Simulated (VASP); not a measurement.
# Si5Ni9 in VASP: single point with PBEsol

Aim: the single point of Si5Ni9 with PBEsol.

Program: VASP 6.6.1. These are calculated values, not measurements. Logs are shortened: lines on timing, memory, paths and dates and some standing lists are left out, and cuts for length are marked.

## (1) The cell of the first run

The cell holds a slab with vacuum, 14 atoms: a = 3.868 Å, b = 3.868 Å, c = 26.834 Å, α = 90.00°, β = 90.00°, γ = 120.00°.

## (2) Single point, PBEsol

The input, INCAR:

```
SYSTEM = Si5Ni9
ALGO = Fast ; DIPOL = 0.5 0.5 0.500
EDIFF = 1E-7 ; ENCUT = 520
GGA = PS ; IDIPOL = 3
ISIF = 2 ; ISMEAR = 0
LASPH = .True. ; LCHARG = .True.
LDIPOL = .True. ; LELF = .True.
LREAL = .False. ; LVACPOTAV = .True.
LVHAR = .True. ; LWAVE = .False.
NBANDS = 68 ; NELM = 100
PREC = Accurate ; SIGMA = 0.1
```

The input, KPOINTS:

```
k-points
0
Gamma
  9 9 1
  0 0 0
```

The input, POSCAR:

```
Si5Ni9
1.0
    3.8684636528      0.0000000000      0.0000000000
   -1.9342318264      3.3501877970      0.0000000000
    0.0000000000      0.0000000000     26.8339705167
Si Ni
5 9
Direct
    0.6666666667      0.3333333333      0.3167626645
    0.3333333333      0.6666666667      0.4083813323
    0.6666666667      0.3333333333      0.4989769695
    0.3333333333      0.6666666667      0.5916496557
    0.6666666667      0.3333333333      0.6764774296
    0.3333333333      0.6666666667      0.3167626645
    0.0000000000      0.0000000000      0.3625719984
    0.6666666667      0.3333333333      0.4083813323
    0.0000000000      0.0000000000      0.4541906661
    0.3333333333      0.6666666667      0.5006716143
    0.0000000000      0.0000000000      0.5475842469
    0.6666666667      0.3333333333      0.5902627614
    0.0000000000      0.0000000000      0.6426277643
    0.3333333333      0.6666666667      0.6805109009
```

Potentials or basis: VASP PAW PBE potentials, release 64 (Si, Ni).

On the command line:

```bash
$ cat potpaw_PBE.64/Si/POTCAR potpaw_PBE.64/Ni/POTCAR > POTCAR
$ mpirun -np 1 vasp_std > vasp.out
```

OUTCAR:

```text
SYSTEM = Si5Ni9
   EDIFF = 1E-7
   ENCUT = 520
   GGA = PS
   ISIF = 2
   ISMEAR = 0
   LASPH = .True.
   LREAL = .False.
   NELM = 100
   PREC = Accurate

 ion  position               nearest neighbor table
   1  0.667  0.333  0.317-   6 2.23   6 2.23   6 2.23   8 2.46   7 2.55   7 2.55   7 2.55
   2  0.333  0.667  0.408-   8 2.23   8 2.23   8 2.23   6 2.46  10 2.48   9 2.55   9 2.55   9 2.55
                             7 2.55   7 2.55   7 2.55
   3  0.667  0.333  0.499-  10 2.23  10 2.23  10 2.23   8 2.43  12 2.45   9 2.54   9 2.54   9 2.54
                            11 2.59  11 2.59  11 2.59
   4  0.333  0.667  0.592-  12 2.23  12 2.23  12 2.23  14 2.38  10 2.44  11 2.53  11 2.53  11 2.53
                            13 2.62  13 2.62  13 2.62
   5  0.667  0.333  0.676-  14 2.24  14 2.24  14 2.24  12 2.31  13 2.41  13 2.41  13 2.41
   6  0.333  0.667  0.317-   1 2.23   1 2.23   1 2.23   2 2.46   7 2.55   7 2.55   7 2.55
   7  0.000  0.000  0.363-   9 2.46   2 2.55   6 2.55   8 2.55   1 2.55   8 2.55   1 2.55   2 2.55
                             6 2.55   1 2.55   8 2.55   6 2.55   2 2.55
   8  0.667  0.333  0.408-   2 2.23   2 2.23   2 2.23   3 2.43   1 2.46   9 2.55   9 2.55   9 2.55
                             7 2.55   7 2.55   7 2.55
   9  0.000  0.000  0.454-   7 2.46  11 2.51   3 2.54   3 2.54   3 2.54   2 2.55   8 2.55   8 2.55
                             2 2.55   8 2.55   2 2.55  10 2.56  10 2.56  10 2.56
  10  0.333  0.667  0.501-   3 2.23   3 2.23   3 2.23   4 2.44   2 2.48   9 2.56   9 2.56   9 2.56
                            11 2.56  11 2.56  11 2.56
  11  0.000  0.000  0.548-   9 2.51  12 2.51  12 2.51  12 2.51   4 2.53   4 2.53   4 2.53  13 2.55
                            10 2.56  10 2.56  10 2.56   3 2.59   3 2.59   3 2.59
  12  0.667  0.333  0.590-   4 2.23   4 2.23   4 2.23   5 2.31   3 2.45  11 2.51  11 2.51  11 2.51
                            13 2.64  13 2.64  13 2.64
  13  0.000  0.000  0.643-   5 2.41   5 2.41   5 2.41  14 2.45  14 2.45  14 2.45  11 2.55   4 2.62
                             4 2.62   4 2.62  12 2.64  12 2.64  12 2.64
  14  0.333  0.667  0.681-   5 2.24   5 2.24   5 2.24   4 2.38  13 2.45  13 2.45  13 2.45

  LATTYP: Found a hexagonal cell.
 ALAT       =     3.8684636528
 C/A-ratio  =     6.9365962628

  Lattice vectors:

 A1 = (   3.8684636528,   0.0000000000,   0.0000000000)
 A2 = (  -1.9342318264,   3.3501877970,   0.0000000000)
 A3 = (   0.0000000000,   0.0000000000,  26.8339705167)

Analysis of symmetry for initial positions (statically):
=====================================================================
 Subroutine PRICEL returns:
 Original cell was already a primitive cell.

 Routine SETGRP: Setting up the symmetry group for a
 hexagonal supercell.

 Subroutine GETGRP returns: Found  6 space group operations
 (whereof  6 operations were pure point group operations)
 out of a pool of 24 trial point group operations.

The static configuration has the point symmetry C_3v.

Analysis of symmetry for dynamics (positions and initial velocities):
=====================================================================
 Subroutine PRICEL returns:
 Original cell was already a primitive cell.

 Routine SETGRP: Setting up the symmetry group for a
 hexagonal supercell.

 Subroutine GETGRP returns: Found  6 space group operations
 (whereof  6 operations were pure point group operations)
 out of a pool of 24 trial point group operations.

The dynamic configuration has the point symmetry C_3v.

 Subroutine INISYM returns: Found  6 space group operations
 (whereof  6 operations are pure point group operations),
 and found     1 'primitive' translations

----------------------------------------------------------------------------------------

                                     Primitive cell

  volume of cell :     347.7704

  direct lattice vectors                    reciprocal lattice vectors
     3.868463653  0.000000000  0.000000000     0.258500555  0.149245365  0.000000000
    -1.934231826  3.350187797  0.000000000     0.000000000  0.298490730  0.000000000
     0.000000000  0.000000000 26.833970517     0.000000000  0.000000000  0.037266196

  length of vectors
     3.868463653  3.868463653 26.833970517     0.298490730  0.298490730  0.037266196

  position of ions in fractional coordinates (direct lattice)
     0.666666667  0.333333333  0.316762664
     0.333333333  0.666666667  0.408381332
     0.666666667  0.333333333  0.498976969
     0.333333333  0.666666667  0.591649656
     0.666666667  0.333333333  0.676477430
     0.333333333  0.666666667  0.316762664
     0.000000000  0.000000000  0.362571998
     0.666666667  0.333333333  0.408381332
     0.000000000  0.000000000  0.454190666
     0.333333333  0.666666667  0.500671614
     0.000000000  0.000000000  0.547584247
     0.666666667  0.333333333  0.590262761
     0.000000000  0.000000000  0.642627764
     0.333333333  0.666666667  0.680510901

  ion indices of the primitive-cell ions
   primitive index   ion index
                 1           1
                 2           2
                 3           3
                 4           4
                 5           5
                 6           6
                 7           7
                 8           8
                 9           9
                10          10
                11          11
                12          12
                13          13
                14          14

----------------------------------------------------------------------------------------

 KPOINTS: k-points

Automatic generation of k-mesh.
 Grid dimensions read from file:
 generate k-points for:    9    9    1

 Generating k-lattice:

  Cartesian coordinates                     Fractional coordinates (reciprocal lattice)
     0.028722284  0.016582818  0.000000000     0.111111111 -0.000000000  0.000000000
     0.000000000  0.033165637  0.000000000     0.000000000  0.111111111  0.000000000
     0.000000000  0.000000000  0.037266196     0.000000000  0.000000000  1.000000000

  Length of vectors
     0.033165637  0.033165637  0.037266196

  Shift w.r.t. Gamma in fractional coordinates (k-lattice)
     0.000000000  0.000000000  0.000000000

 Subroutine IBZKPT returns following result:
 ===========================================

 Found     12 irreducible k-points:

 Following reciprocal coordinates:
            Coordinates               Weight
  0.000000  0.000000  0.000000      1.000000
  0.111111  0.000000  0.000000      6.000000
  0.222222  0.000000  0.000000      6.000000
  0.333333  0.000000  0.000000      6.000000
  0.444444  0.000000  0.000000      6.000000
  0.111111  0.111111  0.000000      6.000000
  0.222222  0.111111  0.000000     12.000000
  0.333333  0.111111  0.000000     12.000000
  0.444444  0.111111  0.000000      6.000000
  0.222222  0.222222  0.000000      6.000000
  0.333333  0.222222  0.000000     12.000000
  0.333333  0.333333  0.000000      2.000000
   k-points           NKPTS =     12   k-points in BZ     NKDIM =     12   number of bands    NBANDS=     68
   number of dos      NEDOS =    301   number of ions     NIONS =     14
   total plane-waves  NPLWV = 180000
   dimension x,y,z NGX =    30 NGY =   30 NGZ =  200
   dimension x,y,z NGXF=    60 NGYF=   60 NGZF=  400
   ions per type =               5   9
   NGX,Y,Z   is equivalent  to a cutoff of  12.89, 12.89, 12.39 a.u.
   NGXF,Y,Z  is equivalent  to a cutoff of  25.78, 25.78, 24.78 a.u.
 SYSTEM =  Si5Ni9
   PREC   = accura    normal or accurate (medium, high low for compatibility)
   ISTART =      0    job   : 0-new  1-cont  2-samecut
   ICHARG =      2    charge: 1-file 2-atom 10-const
   ISPIN  =      1    spin polarized calculation?
   LNONCOLLINEAR =      F non collinear calculations
   LSORBIT =      F    spin-orbit coupling
   LASPH  =      T    aspherical Exc in radial PAW
   ENCUT  =  520.0 eV  38.22 Ry    6.18 a.u.   7.19  7.19 49.89*2*pi/ulx,y,z
   NELM   =    100;   NELMIN=  2; NELMDL= -5     # of ELM steps
   EDIFF  = 0.1E-06   stopping-criterion for ELM
   LREAL  =      F    real-space projection
   EDIFFG = 0.1E-05   stopping-criterion for IOM
   NSW    =      0    number of steps for IOM
   IBRION =     -1    ionic relax: 0-MD 1-quasi-New 2-CG
   NFREE  =      0    steps in history (QN), initial steepest desc. (CG)
   ISIF   =      2    stress and relaxation
   ISYM   =      2    0-nonsym 1-usesym 2-fastsym
   POTIM  = 0.5000    time-step for ionic-motion
   TEBEG  =    0.0;   TEEND  =   0.0 temperature during run
   PSTRESS=    0.0 pullay stress
   NELECT =     110.0000    total number of electrons
   NUPDOWN=      -1.0000    fix difference up-down
   EMIN   =  10.00;   EMAX   =-10.00  energy-range for DOS
   EFERMI =   0.00;   METHOD = LEGACY
   ISMEAR =     0;   SIGMA  =   0.10  broadening in eV -4-tet -1-fermi 0-gaus
   EFERMI_NEDOS =   21; number of points for ismear=-14 and -15
   IALGO  =     68    algorithm
   IMIX   =      4    mixing-type and parameters
     AMIX     =   0.40;   BMIX     =  1.00
     AMIX_MAG =   1.60;   BMIX_MAG =  1.00
  volume/ion in A,a.u.               =      24.84       167.63
  Fermi-wavevector in a.u.,A,eV,Ry     =   1.115428  2.107853 16.928090  1.244180
  Thomas-Fermi vector in A             =   2.252033
   LORBIT       =      0    0 simple, 1 ext, 2 COOP (PROOUT), +10 PAW based schemes
   GGA     = PS    functional components
   LHFCALC =     F    Hartree Fock is set to
   AEXX    =    0.0000 exact exchange contribution
   IVDW    =     0    specifies the selected vdW correction
   LEPSILON=     F    determine dielectric tensor
   LRPA    =     F    only Hartree local field effects (RPA)
 non-spin polarized calculation
 RMM-DIIS sequential band-by-band and
 Gauss-broadening in eV      SIGMA  =   0.10
  energy-cutoff  :      520.00
  volume of cell :      347.77
 maximum number of plane-waves:      9417
 NGX is ok and might be reduce to    30
   NGX = 15   NGY = 15   NGZ = 99

 dipolmoment           0.000000      0.000000      0.048181 electrons x Angstroem

 number of electron     109.9999968 magnetization

 dipolmoment           0.000000      0.000000     -0.017261 electrons x Angstroem

 Free energy of the ion-electron system (eV)
  ---------------------------------------------------
  ext. energy  EPLUGINS =         0.00000000
  ---------------------------------------------------
  free energy    TOTEN  =       -89.20539530 eV

  energy without entropy =      -89.17189229  energy(sigma->0) =      -89.18864380

 E-fermi :   2.3322     XC(G=0):  -6.3735

 val. band max:        2.3146248277   @ k =   0.2222   0.1111   0.0000
 cond. band min:       2.3407847165   @ k =   0.4444   0.1111   0.0000
 fundamental gap:      0.0261598888
 Fermi energy:         2.3322087218

 k-point     1 :       0.0000    0.0000    0.0000
  band No.  band energies     occupation
      1     -10.2763      2.00000
      2      -9.6069      2.00000
      3      -8.4278      2.00000
      4      -7.0080      2.00000
      5      -5.9572      2.00000
      6      -3.3474      2.00000
[... 59 lines left out ...]
     66       5.9356      0.00000
     67       5.9402      0.00000
[... 768 lines left out ...]
     66       7.3036      0.00000
     67       7.8295      0.00000
 [bands above 67 left out]

------------------------ aborting loop because EDIFF is reached ----------------------------------------

 vacuum level on the upper side and lower side of the slab       (xc-potential included)        -0.168        -0.006

  FORCE on cell =-STRESS in cart. coord.  units (eV):
  Direction    XX          YY          ZZ          XY          YZ          ZX
  --------------------------------------------------------------------------------------
  -------------------------------------------------------------------------------------
  Total       -0.7540193     -0.7540193     -1.6750841      0.0000000      0.0000000      0.0000000
  in kB       -3.4737651     -3.4737651     -7.7171080      0.0000000      0.0000000      0.0000000
  external PRESSURE =      -4.8882127 kB  Pullay stress =       0.0000000 kB

 VOLUME and BASIS-vectors are now :
 -----------------------------------------------------------------------------
  energy-cutoff  :      520.00
  volume of cell :      347.77
      direct lattice vectors                 reciprocal lattice vectors
     3.868463653  0.000000000  0.000000000     0.258500555  0.149245365  0.000000000
    -1.934231826  3.350187797  0.000000000     0.000000000  0.298490730  0.000000000
     0.000000000  0.000000000 26.833970517     0.000000000  0.000000000  0.037266196

 POSITION                                       TOTAL-FORCE (eV/Angst)
 -----------------------------------------------------------------------------------
      1.93423      1.11673      8.50000         0.000000     -0.000000      0.734100
     -0.00000      2.23346     10.95849        -0.000000      0.000000     -0.209393
      1.93423      1.11673     13.38953        -0.000000     -0.000000      0.008612
     -0.00000      2.23346     15.87631        -0.000000      0.000000     -0.011002
      1.93423      1.11673     18.15258        -0.000000      0.000000     -0.010884
     -0.00000      2.23346      8.50000        -0.000000      0.000000      0.652814
      0.00000      0.00000      9.72925         0.000000     -0.000000     -1.249450
      1.93423      1.11673     10.95849         0.000000     -0.000000     -0.069903
      0.00000      0.00000     12.18774         0.000000     -0.000000      0.126501
     -0.00000      2.23346     13.43501         0.000000     -0.000000      0.010912
      0.00000      0.00000     14.69386         0.000000     -0.000000     -0.002356
      1.93423      1.11673     15.83909         0.000000     -0.000000     -0.009232
      0.00000      0.00000     17.24425        -0.000000     -0.000000     -0.005014
     -0.00000      2.23346     18.26081         0.000000     -0.000000      0.034297
 -----------------------------------------------------------------------------------
    total drift:                                0.000000      0.000000      0.002136

  FREE ENERGIE OF THE ION-ELECTRON SYSTEM (eV)
  ---------------------------------------------------
  free  energy   TOTEN  =       -89.2053953043 eV

  energy  without entropy=      -89.1718922917  energy(sigma->0) =      -89.18864380

 vacuum level on the upper side and lower side of the slab         6.779         7.020
```

Run time: 20 min. Hardware: 1 thread of Oxide Virtual Turin-like, shared host; peak memory 0.51 GiB.

What came out:

```
Free energy                     : -89.2054 eV
Largest force                   : 1.249 eV/Å
Band gap on the k mesh          : zero (bands 55 and 56 overlap by 3.19 eV)
Work function of the upper face : 4.45 eV
Work function of the lower face : 4.69 eV
```

Forces on the atoms (eV/Å):
```
Si   0.000  0.000  0.734
Si   0.000  0.000 -0.209
Si   0.000  0.000  0.009
Si   0.000  0.000 -0.011
Si   0.000  0.000 -0.011
Ni   0.000  0.000  0.653
Ni   0.000  0.000 -1.249
Ni   0.000  0.000 -0.070
Ni   0.000  0.000  0.127
Ni   0.000  0.000  0.011
Ni   0.000  0.000 -0.002
Ni   0.000  0.000 -0.009
Ni   0.000  0.000 -0.005
Ni   0.000  0.000  0.034
```

Levels at points of the mesh, in eV from the Fermi level:
```tsv
k point	band 51	band 52	band 53	band 54	band 55	band 56	band 57	band 58	band 59	band 60
(0.00, 0.00, 0.00)	-0.16	0.33	1.89	2.59	2.78	2.86	2.86	2.96	2.96	3.03
```

Caveat: the PAW data sets were made with another functional, which shifts forces and pressure a little.

The gap in the log of VASP goes by the Fermi energy; the results here count the filled bands.